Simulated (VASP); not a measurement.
# WS2 (Cm) in VASP: further runs, part 2 of 2

VASP 6.6.1. Earlier steps stand in the parts before.

## (4) Single point, PBEsol+D3(BJ) (atom 1 (W) moved by (+0.150, -0.300) A along y and z)

Contents of INCAR:

```
SYSTEM = WS2
PREC = Accurate ; ENCUT = 520
EDIFF = 1E-6 ; ISMEAR = 0
SIGMA = 0.05 ; LREAL = .False.
LASPH = .True. ; NELM = 80
ALGO = Normal ; ISIF = 2
LWAVE = .False. ; LCHARG = .False.
GGA = PS ; IVDW = 12
NBANDS = 20
```

Contents of KPOINTS:

```
Automatic mesh
0
Gamma
  12 12 12
  0 0 0
```

Contents of POSCAR:

```
WS2
1.0
    1.5790003843      0.9116362969      6.1633300000
   -1.5790003843      0.9116362969      6.1633300000
    0.0000000000     -1.8232725938      6.1633300000
W S
1 2
Direct
    0.0111982218      0.0111982218     -0.0710714293
    0.7503000000      0.7503000000      0.7503000000
    0.5810000000      0.5810000000      0.5810000000
```

Launch:

```
$ cat potpaw_PBE.64/W_sv/POTCAR potpaw_PBE.64/S/POTCAR > POTCAR
$ mpirun -np 1 vasp_std > vasp.out
```

It took 19 min on 1 thread of Intel Xeon Platinum 8488C (Sapphire Rapids), shared host; peak memory 0.67 GiB.

Results (log left out):

```
Free energy                : -24.9077 eV
Pressure                   : 5.1 GPa
Largest force              : 9.320 eV/Å
Band gap on the k mesh     : zero (bands 13 and 14 overlap by 0.22 eV)
Dispersion energy per atom : -0.385 eV
```

Forces on the atoms (eV/Å):
```
W    0.000 -3.413  8.673
S    0.000  0.788 -2.838
S    0.000  2.626 -5.835
```

Stress tensor (GPa, compression positive):
```
12.40  0.00  0.00
 0.00 -0.15 -5.57
 0.00 -5.57  2.99
```

Levels at points of the mesh, in eV from the Fermi level:
```
           k point  band 10  band 11  band 12  band 13  band 14  band 15  band 16  band 17
(0.00, 0.00, 0.00)    -3.05    -2.52    -1.56    -0.10     0.86     1.24     2.52     3.44
(0.50, 0.00, 0.00)    -4.79    -3.23    -2.21    -1.43     1.51     1.72     2.48     3.47
(0.00, 0.00, 0.50)    -5.39    -2.91    -1.87    -1.29     1.38     1.79     2.67     3.76
(0.50, 0.50, 0.00)    -5.35    -3.27    -2.02    -1.46     1.58     1.72     2.42     4.27
(0.50, 0.00, 0.50)    -4.76    -3.57    -2.35    -1.54     1.47     1.88     2.34     3.93
(0.50, 0.50, 0.50)    -4.37    -2.49    -1.50     0.15     0.85     1.11     2.47     3.55
```

Caveat: the cell differs from its parent crystal (atom 1 (W) moved by (+0.150, -0.300) A along y and z); the stress differs along the axes, from -0 to 12 GPa; the PAW data sets were made with another functional, which shifts forces and pressure a little; spin-orbit coupling is left out, which moves the levels of the heavy elements.

## (5) Single point, PBEsol+D3(BJ) (atom 1 (W) moved by (+0.150, +0.300) A along y and z)

Contents of INCAR:

```
PREC = Accurate
ENCUT = 520
EDIFF = 1E-7
ISMEAR = 0
SIGMA = 0.05
LREAL = False
LASPH = True
NELM = 100
ALGO = Normal
ISIF = 2
LWAVE = False
LCHARG = False
GGA = PS
IVDW = 12
NBANDS = 20
```

Contents of KPOINTS:

```
regular mesh
0
Gamma
  12 12 12
```

POSCAR: that of step 4 with these lines changed.

```diff
@@ -8,3 +8,3 @@
 Direct
-    0.0111982218      0.0111982218     -0.0710714293
+    0.0436482123      0.0436482123     -0.0386214388
     0.7503000000      0.7503000000      0.7503000000
```

Potentials or basis: VASP PAW PBE potentials, release 64 (W_sv, S).

Launch:

```
$ cat potpaw_PBE.64/W_sv/POTCAR potpaw_PBE.64/S/POTCAR > POTCAR
$ mpirun -np 1 vasp_std > vasp.out
```

OUTCAR:

```text
PREC = Accurate
   ENCUT = 520
   EDIFF = 1E-7
   ISMEAR = 0
   LREAL = False
   LASPH = True
   NELM = 100
   ISIF = 2
   GGA = PS
   IVDW = 12
 IVDW          = 12

 ion  position               nearest neighbor table
   1  0.044  0.044  0.961-   2 2.15   2 2.15   2 2.33   3 2.57   3 2.57   3 2.73
   2  0.750  0.750  0.750-   1 2.15   1 2.15   1 2.33
   3  0.581  0.581  0.581-   1 2.57   1 2.57   1 2.73

  LATTYP: Found a trigonal (rhomboedric) cell.
 ALAT       =     6.4273602389
 COS(alpha) =     0.8792939096

  Lattice vectors:

 A1 = (   1.5790003843,   0.9116362969,   6.1633300000)
 A2 = (  -1.5790003843,   0.9116362969,   6.1633300000)
 A3 = (   0.0000000000,  -1.8232725938,   6.1633300000)

Analysis of symmetry for initial positions (statically):
=====================================================================
 Subroutine PRICEL returns:
 Original cell was already a primitive cell.

 Routine SETGRP: Setting up the symmetry group for a
 trigonal (rhombohedral) supercell.

 Subroutine GETGRP returns: Found  2 space group operations
 (whereof  2 operations were pure point group operations)
 out of a pool of 12 trial point group operations.

The static configuration has the point symmetry C_1h.

Analysis of symmetry for dynamics (positions and initial velocities):
=====================================================================
 Subroutine PRICEL returns:
 Original cell was already a primitive cell.

 Routine SETGRP: Setting up the symmetry group for a
 trigonal (rhombohedral) supercell.

 Subroutine GETGRP returns: Found  2 space group operations
 (whereof  2 operations were pure point group operations)
 out of a pool of 12 trial point group operations.

The dynamic configuration has the point symmetry C_1h.

 Subroutine INISYM returns: Found  2 space group operations
 (whereof  2 operations are pure point group operations),
 and found     1 'primitive' translations

----------------------------------------------------------------------------------------

                                     Primitive cell

  volume of cell :      53.2317

  direct lattice vectors                    reciprocal lattice vectors
     1.579000384  0.911636297  6.163330000     0.316656034  0.182821447  0.054083318
    -1.579000384  0.911636297  6.163330000    -0.316656034  0.182821447  0.054083318
     0.000000000 -1.823272594  6.163330000     0.000000000 -0.365642893  0.054083318

  length of vectors
     6.427360239  6.427360239  6.427360239     0.369621064  0.369621064  0.369621064

  position of ions in fractional coordinates (direct lattice)
     0.043648212  0.043648212  0.961378561
     0.750300000  0.750300000  0.750300000
     0.581000000  0.581000000  0.581000000

  ion indices of the primitive-cell ions
   primitive index   ion index
                 1           1
                 2           2
                 3           3

----------------------------------------------------------------------------------------

 KPOINTS: regular mesh

Automatic generation of k-mesh.
 Grid dimensions read from file:
 generate k-points for:   12   12   12

 Generating k-lattice:

  Cartesian coordinates                     Fractional coordinates (reciprocal lattice)
     0.026388003  0.015235121  0.004506943     0.083333333  0.000000000  0.000000000
    -0.026388003  0.015235121  0.004506943     0.000000000  0.083333333  0.000000000
     0.000000000 -0.030470241  0.004506943     0.000000000  0.000000000  0.083333333

  Length of vectors
     0.030801755  0.030801755  0.030801755

  Shift w.r.t. Gamma in fractional coordinates (k-lattice)
     0.000000000  0.000000000  0.000000000

 Subroutine IBZKPT returns following result:
 ===========================================

 Found    476 irreducible k-points:

 Following reciprocal coordinates:
            Coordinates               Weight
  0.000000  0.000000  0.000000      1.000000
  0.083333  0.000000  0.000000      4.000000
  0.000000  0.000000  0.083333      2.000000
  0.166667  0.000000  0.000000      4.000000
 -0.000000 -0.000000  0.166667      2.000000
  0.250000  0.000000  0.000000      4.000000
[... 16 lines left out ...]
 -0.333333 -0.000000 -0.083333      4.000000
  0.083333  0.000000  0.333333      4.000000
 [... further k-points ...]
   k-points           NKPTS =    476   k-points in BZ     NKDIM =    476   number of bands    NBANDS=     20
   number of dos      NEDOS =    301   number of ions     NIONS =      3
   total plane-waves  NPLWV = 110592
   dimension x,y,z NGX =    48 NGY =   48 NGZ =   48
   dimension x,y,z NGXF=    96 NGYF=   96 NGZF=   96
   ions per type =               1   2
   NGX,Y,Z   is equivalent  to a cutoff of  12.42, 12.42, 12.42 a.u.
   NGXF,Y,Z  is equivalent  to a cutoff of  24.83, 24.83, 24.83 a.u.
 SYSTEM =  unknown system
   PREC   = accura    normal or accurate (medium, high low for compatibility)
   ISTART =      0    job   : 0-new  1-cont  2-samecut
   ICHARG =      2    charge: 1-file 2-atom 10-const
   ISPIN  =      1    spin polarized calculation?
   LNONCOLLINEAR =      F non collinear calculations
   LSORBIT =      F    spin-orbit coupling
   LASPH  =      T    aspherical Exc in radial PAW
   ENCUT  =  520.0 eV  38.22 Ry    6.18 a.u.  11.95 11.95 11.95*2*pi/ulx,y,z
   NELM   =    100;   NELMIN=  2; NELMDL= -5     # of ELM steps
   EDIFF  = 0.1E-06   stopping-criterion for ELM
   LREAL  =      F    real-space projection
   EDIFFG = 0.1E-05   stopping-criterion for IOM
   NSW    =      0    number of steps for IOM
   IBRION =     -1    ionic relax: 0-MD 1-quasi-New 2-CG
   NFREE  =      0    steps in history (QN), initial steepest desc. (CG)
   ISIF   =      2    stress and relaxation
   ISYM   =      2    0-nonsym 1-usesym 2-fastsym
   POTIM  = 0.5000    time-step for ionic-motion
   TEBEG  =    0.0;   TEEND  =   0.0 temperature during run
   PSTRESS=    0.0 pullay stress
   NELECT =      26.0000    total number of electrons
   NUPDOWN=      -1.0000    fix difference up-down
   EMIN   =  10.00;   EMAX   =-10.00  energy-range for DOS
   EFERMI =   0.00;   METHOD = LEGACY
   ISMEAR =     0;   SIGMA  =   0.05  broadening in eV -4-tet -1-fermi 0-gaus
   EFERMI_NEDOS =   21; number of points for ismear=-14 and -15
   IALGO  =     38    algorithm
   IMIX   =      4    mixing-type and parameters
     AMIX     =   0.40;   BMIX     =  1.00
     AMIX_MAG =   1.60;   BMIX_MAG =  1.00
  volume/ion in A,a.u.               =      17.74       119.74
  Fermi-wavevector in a.u.,A,eV,Ry     =   1.289266  2.436359 22.615688  1.662206
  Thomas-Fermi vector in A             =   2.421169
   LORBIT       =      0    0 simple, 1 ext, 2 COOP (PROOUT), +10 PAW based schemes
   GGA     = PS    functional components
   LHFCALC =     F    Hartree Fock is set to
   AEXX    =    0.0000 exact exchange contribution
   IVDW    =    12    specifies the selected vdW correction
   LEPSILON=     F    determine dielectric tensor
   LRPA    =     F    only Hartree local field effects (RPA)
 non-spin polarized calculation
 Gauss-broadening in eV      SIGMA  =   0.05
  energy-cutoff  :      520.00
  volume of cell :       53.23
 maximum number of plane-waves:      1450
   NGX = 23   NGY = 23   NGZ = 23

 number of electron      26.0000000 magnetization

 Free energy of the ion-electron system (eV)
  ---------------------------------------------------
  ext. energy  EPLUGINS =         0.00000000
  ---------------------------------------------------
  free energy    TOTEN  =       -23.42208330 eV

  energy without entropy =      -23.42132725  energy(sigma->0) =      -23.42170528

 E-fermi :   7.8062     XC(G=0): -11.1089

 val. band max:        7.7876452442   @ k =   0.1667  -0.0833  -0.1667
 cond. band min:       7.8173382927   @ k =   0.2500   0.0000  -0.0833
 fundamental gap:      0.0296930485
 Fermi energy:         7.8062282492

 k-point     1 :       0.0000    0.0000    0.0000
  band No.  band energies     occupation
      1     -67.1622      2.00000
      2     -31.5244      2.00000
      3     -31.3782      2.00000
      4     -31.2628      2.00000
      5      -8.5120      2.00000
      6      -6.1487      2.00000
[... 12 lines left out ...]
     19      15.0149      0.00000
[... 513 lines left out ...]
      4     -31.4292      2.00000
      5      -7.3738      2.00000
      6      -5.5198      2.00000
[... 12 lines left out ...]
     19      15.0953      0.00000
     20      15.7652      0.00000

 [... further k-points ...]

------------------------ aborting loop because EDIFF is reached ----------------------------------------

 Edisp (eV)   -1.15317

 E8    (eV) :    -0.7472

  FORCE on cell =-STRESS in cart. coord.  units (eV):
  Direction    XX          YY          ZZ          XY          YZ          ZX
  --------------------------------------------------------------------------------------
  -------------------------------------------------------------------------------------
  Total       5.31999     0.54055     1.12085     0.00000     2.14397     0.00000
  in kB     160.12196    16.26967    33.73567     0.00000    64.52969     0.00000
  external pressure =       70.04 kB  Pullay stress =        0.00 kB

 VOLUME and BASIS-vectors are now :
 -----------------------------------------------------------------------------
  energy-cutoff  :      520.00
  volume of cell :       53.23
      direct lattice vectors                 reciprocal lattice vectors
     1.579000384  0.911636297  6.163330000     0.316656034  0.182821447  0.054083318
    -1.579000384  0.911636297  6.163330000    -0.316656034  0.182821447  0.054083318
     0.000000000 -1.823272594  6.163330000     0.000000000 -0.365642893  0.054083318

 POSITION                                       TOTAL-FORCE (eV/Angst)
 -----------------------------------------------------------------------------------
      0.00000     -1.67327      6.46333         0.000000     -3.509746     -9.316162
      0.00000      0.00000     13.87304         0.000000      2.787372      6.455112
      0.00000      0.00000     10.74268         0.000000      0.722373      2.861051
 -----------------------------------------------------------------------------------
    total drift:                                0.000000      0.000003      0.000031

  FREE ENERGIE OF THE ION-ELECTRON SYSTEM (eV)
  ---------------------------------------------------
  free  energy   TOTEN  =       -24.5752528012 eV

  energy  without entropy=      -24.5744967586  energy(sigma->0) =      -24.57487478
```

It took 11 min on 1 thread of Intel Xeon 6975P-C (Granite Rapids), shared host; peak memory 0.66 GiB.

What came out:

```
Free energy                : -24.5753 eV
Pressure                   : 7.0 GPa
Largest force              : 9.955 eV/Å
Band gap on the k mesh     : zero (bands 13 and 14 overlap by 0.39 eV)
Dispersion energy per atom : -0.384 eV
```

Forces on the atoms (eV/Å):
```
W    0.000 -3.510 -9.316
S    0.000  2.787  6.455
S    0.000  0.722  2.861
```

Levels at points of the mesh, in eV from the Fermi level:
```
           k point  band 11  band 12  band 13  band 14  band 15  band 16
(0.00, 0.00, 0.00)    -2.45    -1.52     0.10     0.76     1.07     2.58
(0.50, 0.00, 0.00)    -3.31    -2.23    -1.41     1.39     1.83     2.26
(0.00, 0.00, 0.50)    -3.01    -1.81    -1.33     1.52     1.69     2.37
(0.50, 0.50, 0.00)    -3.45    -1.95    -1.23     1.26     1.63     2.53
(0.50, 0.00, 0.50)    -3.76    -2.20    -1.50     1.35     1.60     2.39
(0.50, 0.50, 0.50)    -2.45    -1.51     0.25     0.86     1.08     2.47
```

Caveat: the cell differs from its parent crystal (atom 1 (W) moved by (+0.150, +0.300) A along y and z); the stress differs along the axes, from 2 to 16 GPa; the PAW data sets were made with another functional, which shifts forces and pressure a little; spin-orbit coupling is left out, which moves the levels of the heavy elements.

## (6) Single point, PBEsol+D3(BJ) (atom 1 (W) moved by (-0.300, +0.000) A along y and z)

Contents of INCAR:

```
ALGO     = Normal         # electronic algorithm
EDIFF    = 1E-6           # SCF threshold, eV
ENCUT    = 520            # plane-wave cutoff, eV
GGA      = PS             # functional
ISIF     = 2              # what is computed and relaxed
ISMEAR   = 0              # smearing method
IVDW     = 12             # dispersion correction
LASPH    = T              # aspherical terms in the spheres
LCHARG   = F              # write CHGCAR
LREAL    = F              # projectors in reciprocal space
LWAVE    = F              # write WAVECAR
NBANDS   = 20             # bands
NELM     = 80             # most SCF steps
PREC     = Accurate       # precision mode
SIGMA    = 0.05           # smearing width, eV
```

Contents of KPOINTS:

```
k-points
0
Gamma
  12 12 12
```

POSCAR: that of step 5 with these lines changed.

```diff
@@ -8,3 +8,3 @@
 Direct
-    0.0436482123      0.0436482123     -0.0386214388
+   -0.0548464340     -0.0548464340      0.1096928680
     0.7503000000      0.7503000000      0.7503000000
```

Potentials or basis: VASP PAW PBE potentials, release 64 (W_sv, S).

Launch:

```
$ cat potpaw_PBE.64/W_sv/POTCAR potpaw_PBE.64/S/POTCAR > POTCAR
$ mpirun -np 1 vasp_std > vasp.out
```

Run time: 11 min. Hardware: 1 thread of Intel Xeon 6975P-C (Granite Rapids), shared host; peak memory 0.65 GiB.

Results (log left out):

* Free energy: -25.4246 eV
* Pressure: 3.2 GPa
* Largest force: 6.630 eV/Å
* Band gap on the k mesh: 0.87 eV (least direct gap 0.93 eV)
* Dispersion energy per atom: -0.384 eV

Forces on the atoms (eV/Å):
```
W    0.000  6.593 -0.700
S    0.000 -3.483  1.629
S    0.000 -3.110 -0.930
```

Stress tensor (GPa, compression positive):
```
-6.79  0.00  0.00
 0.00  7.78 -1.25
 0.00 -1.25  8.64
```

Levels at points of the mesh, in eV from the valence-band top:
```csv
k point,band 11,band 12,band 13,band 14,band 15,band 16
"(0.00, 0.00, 0.00)",-1.22,-1.00,-0.49,0.87,1.73,3.37
"(0.50, 0.00, 0.00)",-2.37,-1.95,-0.09,2.22,2.53,3.02
"(0.00, 0.00, 0.50)",-2.91,-1.99,-1.32,2.38,2.96,4.03
"(0.50, 0.50, 0.00)",-3.38,-1.81,-1.54,2.37,3.10,4.30
"(0.50, 0.00, 0.50)",-2.54,-2.18,-0.13,2.09,2.53,3.24
"(0.50, 0.50, 0.50)",-2.64,-0.44,0.00,0.93,1.80,3.20
```

Caveat: the cell differs from its parent crystal (atom 1 (W) moved by (-0.300, +0.000) A along y and z); the stress differs along the axes, from -7 to 9 GPa; the PAW data sets were made with another functional, which shifts forces and pressure a little; spin-orbit coupling is left out, which moves the levels of the heavy elements.

## (7) Summary

| cell | gap on the mesh (eV) | pressure (GPa) | largest force (eV/Å) |
| --- | --- | --- | --- |
| as given, atomic positions A | none | 5.4 | 9.66 |
| as given, atomic positions B | none | 7.4 | 10.36 |
| as given, atomic positions C | none | 5.1 | 9.32 |
| as given, atomic positions D | none | 7.0 | 9.96 |
| as given, atomic positions E | 0.87 | 3.2 | 6.63 |

Alike in all rows: task single point; level PBEsol+D3(BJ); potentials or basis VASP PAW PBE potentials, release 64 (W_sv, S); no spin polarisation; k mesh 12 × 12 × 12; cutoff (eV) 520; smearing gaussian 0.05 eV.

Caveats: the PAW data sets were made with another functional, which shifts forces and pressure a little; spin-orbit coupling is left out, which moves the levels of the heavy elements; the stress differs along the axes, from 2 to 16 GPa (at least some runs); the stress differs along the axes, from 0 to 13 GPa (at least some runs); the stress differs along the axes, from -0 to 12 GPa (at least some runs); the stress differs along the axes, from -7 to 9 GPa (at least some runs).

Total energies depend on the potentials used, so only differences within one code and one set of settings carry meaning.

The gap in the log of VASP goes by the Fermi energy; the results here count the filled bands.